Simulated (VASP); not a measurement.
# BiTe (Fm-3m) in VASP: notebook, part 2 of 2

VASP 6.6.1. The steps go on from the part before.

## (5) Single point, PBE

This run uses another cell than the first one, of 37.24 Å³/atom, 1.189 times its volume.

File INCAR:

```
SYSTEM = BiTe
PREC = Accurate ; ENCUT = 520
EDIFF = 1E-7 ; ISMEAR = -1
SIGMA = 0.1 ; LREAL = .FALSE.
LASPH = .TRUE. ; NELM = 60
ALGO = Normal ; ISIF = 2
LWAVE = .FALSE. ; LCHARG = .FALSE.
GGA = PE ; NBANDS = 18
```

File KPOINTS:

```
regular mesh
0
G
  6 6 6
  0 0 0
```

File POSCAR:

```
BiTe
1.0
    0.0000000000      3.3394261735      3.3394261735
    3.3394261735      0.0000000000      3.3394261735
    3.3394261735      3.3394261735      0.0000000000
Bi Te
1 1
Direct
    0.0000000000      0.0000000000      0.0000000000
    0.5000000000      0.5000000000      0.5000000000
```

Potentials or basis: VASP PAW PBE potentials, release 64 (Bi_d, Te).

Launch:

```
$ cat potpaw_PBE.64/Bi_d/POTCAR potpaw_PBE.64/Te/POTCAR > POTCAR
$ mpirun -np 1 vasp_std > vasp.out
```

OUTCAR:

```text
SYSTEM = BiTe
   PREC = Accurate
   ENCUT = 520
   EDIFF = 1E-7
   ISMEAR = -1
   LREAL = .FALSE.
   LASPH = .TRUE.
   NELM = 60
   ISIF = 2
   GGA = PE

 ion  position               nearest neighbor table
   1  0.000  0.000  0.000-   2 3.34   2 3.34   2 3.34   2 3.34   2 3.34   2 3.34
   2  0.500  0.500  0.500-   1 3.34   1 3.34   1 3.34   1 3.34   1 3.34   1 3.34

  LATTYP: Found a face centered cubic cell.
 ALAT       =     6.6788523470

  Lattice vectors:

 A1 = (   0.0000000000,   3.3394261735,   3.3394261735)
 A2 = (   3.3394261735,   0.0000000000,   3.3394261735)
 A3 = (   3.3394261735,   3.3394261735,   0.0000000000)

Analysis of symmetry for initial positions (statically):
=====================================================================
 Subroutine PRICEL returns:
 Original cell was already a primitive cell.

 Routine SETGRP: Setting up the symmetry group for a
 face centered cubic supercell.

 Subroutine GETGRP returns: Found 48 space group operations
[... 9 lines left out ...]

 Routine SETGRP: Setting up the symmetry group for a
[... 139 lines left out ...]
  ---------------------------------------------------
  free energy    TOTEN  =        -7.14112484 eV

  energy without entropy =       -7.08765509  energy(sigma->0) =       -7.11438996

 E-fermi :   5.5202     XC(G=0):  -9.0147

 val. band max:        5.5051780645   @ k =  -0.1667   0.1667   0.0000
 cond. band min:       5.6440041096   @ k =   0.3333   0.0000   0.0000
 fundamental gap:      0.1388260451
 Fermi energy:         5.5201620290

 k-point     1 :       0.0000    0.0000    0.0000
  band No.  band energies     occupation
      1     -17.5852      2.00000
      2     -17.5852      2.00000
      3     -17.5852      2.00000
      4     -17.5838      2.00000
      5     -17.5838      2.00000
      6      -7.3610      2.00000
[... 313 lines left out ...]
      5     -17.5786      2.00000
      6      -5.6182      2.00000
[... 10 lines left out ...]
     17      15.2024      0.00000
     18      15.8759      0.00000

------------------------ aborting loop because EDIFF is reached ----------------------------------------

  FORCE on cell =-STRESS in cart. coord.  units (eV):
  Direction    XX          YY          ZZ          XY          YZ          ZX
  --------------------------------------------------------------------------------------
  -------------------------------------------------------------------------------------
  Total       -1.4295117     -1.4295117     -1.4295117      0.0000000      0.0000000     -0.0000000
  in kB      -30.7505420    -30.7505420    -30.7505420      0.0000000      0.0000000     -0.0000000
  external PRESSURE =     -30.7505420 kB  Pullay stress =       0.0000000 kB

 VOLUME and BASIS-vectors are now :
 -----------------------------------------------------------------------------
  energy-cutoff  :      520.00
  volume of cell :       74.48
      direct lattice vectors                 reciprocal lattice vectors
     0.000000000  3.339426174  3.339426174    -0.149726322  0.149726322  0.149726322
     3.339426174  0.000000000  3.339426174     0.149726322 -0.149726322  0.149726322
     3.339426174  3.339426174  0.000000000     0.149726322  0.149726322 -0.149726322

 POSITION                                       TOTAL-FORCE (eV/Angst)
 -----------------------------------------------------------------------------------
      0.00000      0.00000      0.00000         0.000000     -0.000000     -0.000000
      3.33943      3.33943      3.33943         0.000000      0.000000      0.000000
 -----------------------------------------------------------------------------------
    total drift:                               -0.000000      0.000000      0.000000

  FREE ENERGIE OF THE ION-ELECTRON SYSTEM (eV)
  ---------------------------------------------------
  free  energy   TOTEN  =        -7.1411248388 eV

  energy  without entropy=       -7.0876550898  energy(sigma->0) =       -7.11438996
```

OSZICAR:

```text
N       E                     dE             d eps       ncg     rms          rms(c)
DAV:   1     0.160914224509E+03    0.16091E+03   -0.96718E+03   576   0.108E+03
DAV:   2     0.565557151588E+01   -0.15526E+03   -0.15089E+03   624   0.300E+02
DAV:   3    -0.681227022641E+01   -0.12468E+02   -0.12339E+02   714   0.914E+01
DAV:   4    -0.716721235242E+01   -0.35494E+00   -0.35427E+00   708   0.165E+01
DAV:   5    -0.718308350788E+01   -0.15871E-01   -0.15870E-01   786   0.326E+00    0.533E+00
DAV:   6    -0.713611273729E+01    0.46971E-01   -0.16790E-01   820   0.228E+00    0.328E+00
DAV:   7    -0.714039630463E+01   -0.42836E-02   -0.27653E-02   652   0.806E-01    0.889E-01
DAV:   8    -0.714097511584E+01   -0.57881E-03   -0.32188E-03   674   0.378E-01    0.123E-01
DAV:   9    -0.714111735380E+01   -0.14224E-03   -0.44376E-04   670   0.121E-01    0.512E-02
DAV:  10    -0.714112018555E+01   -0.28317E-05   -0.22832E-05   736   0.267E-02    0.426E-02
DAV:  11    -0.714112744045E+01   -0.72549E-05   -0.39891E-05   618   0.461E-02    0.136E-02
DAV:  12    -0.714112487899E+01    0.25615E-05   -0.66962E-06   700   0.204E-02    0.468E-03
DAV:  13    -0.714112474248E+01    0.13651E-06   -0.86329E-07   688   0.701E-03    0.346E-03
DAV:  14    -0.714112483875E+01   -0.96272E-07   -0.13282E-07   476   0.306E-03
   1 F= -.71411248E+01 E0= -.71143900E+01  d E =-.534697E-01
```

stdout:

```text
POSCAR found type information on POSCAR BiTe
 POSCAR found :  2 types and       2 ions
 scaLAPACK will be used
 LDA part: xc-table for (Slater+PW92), standard interpolation
 POSCAR, INCAR and KPOINTS ok, starting setup
 FFT: planning ... GRIDC
 FFT: planning ... GRID_SOFT
 FFT: planning ... GRID
 WAVECAR not read
 entering main loop
```

It took 19 s on 1 thread of Intel Xeon 6975P-C, shared host; peak memory 0.21 GiB.

Results:

- Free energy: -7.1411 eV
- Pressure: -3.1 GPa

Levels at points of the mesh, in eV from the Fermi level:
| k point | band 7 | band 8 | band 9 | band 10 | band 11 | band 12 | band 13 | band 14 |
| --- | --- | --- | --- | --- | --- | --- | --- | --- |
| (0.00, 0.00, 0.00) | -8.43 | -2.28 | -2.28 | -2.28 | 1.97 | 1.97 | 1.97 | 4.84 |
| (0.50, 0.00, 0.00) | -10.94 | -1.70 | -1.70 | -1.58 | -0.75 | -0.47 | -0.47 | 7.15 |
| (0.50, 0.50, 0.00) | -9.92 | -5.01 | -3.56 | -3.56 | 2.60 | 3.18 | 3.18 | 4.32 |

Caveat: spin-orbit coupling is left out, which moves the levels of the heavy elements.

## (6) The runs side by side

| cell | gap on the mesh (eV) | pressure (GPa) |
| --- | --- | --- |
| a = 4.458 Å, angles 60.0°, 2 atoms | none | 5.5 |
| a = 4.613 Å, angles 60.0°, 2 atoms | none | -0.4 |
| a = 4.650 Å, angles 60.0°, 2 atoms | none | -1.4 |
| a = 4.723 Å, angles 60.0°, 2 atoms | none | -3.1 |

Alike in all rows: task single point; level PBE; potentials or basis VASP PAW PBE potentials, release 64 (Bi_d, Te); no spin polarisation; k mesh 6 × 6 × 6; cutoff (eV) 520; smearing fermi-dirac 0.1 eV.

Caveats: spin-orbit coupling is left out, which moves the levels of the heavy elements.

Total energies depend on the potentials used, so only differences within one code and one set of settings carry meaning.
